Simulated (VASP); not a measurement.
**Ge: single point with PBE**

The system is Ge.

```
Ge
1.0
     0.00000    2.84697    2.84697
     2.84697    0.00000    2.84697
     2.84697    2.84697    0.00000
Ge
2
Direct
  0.50000 0.50000 0.50000
  0.75000 0.75000 0.75000
```

This cell differs from its parent crystal: volume scaled by 0.96.

| Quantity | Value |
| --- | --- |
| Program | VASP 6.6.1 |
| Task | single point |
| Functional | PBE |
| Potentials or basis | VASP PAW PBE potentials, release 64 (Ge_d) |
| Cutoff | 520 eV |
| k mesh | 9 × 9 × 9 |
| Occupations | fermi-dirac, width 0.05 eV |
| Spin | no spin polarisation |

The pressure is 2.2 GPa and the band gap on the k mesh is zero (filled and empty bands touch).

Levels at points of the mesh, in eV from the Fermi level:
| k point | band 11 | band 12 | band 13 | band 14 | band 15 | band 16 | band 17 | band 18 |
| --- | --- | --- | --- | --- | --- | --- | --- | --- |
| (0.00, 0.00, 0.00) | -12.64 | -0.15 | -0.01 | -0.01 | -0.01 | 2.53 | 2.53 | 2.53 |

It took 27 s on 1 thread of Intel(R) Xeon(R) Platinum 8259CL CPU @ 2.50GHz (Skylake/Cascade Lake), on a shared host, peak memory 0.17 GiB.
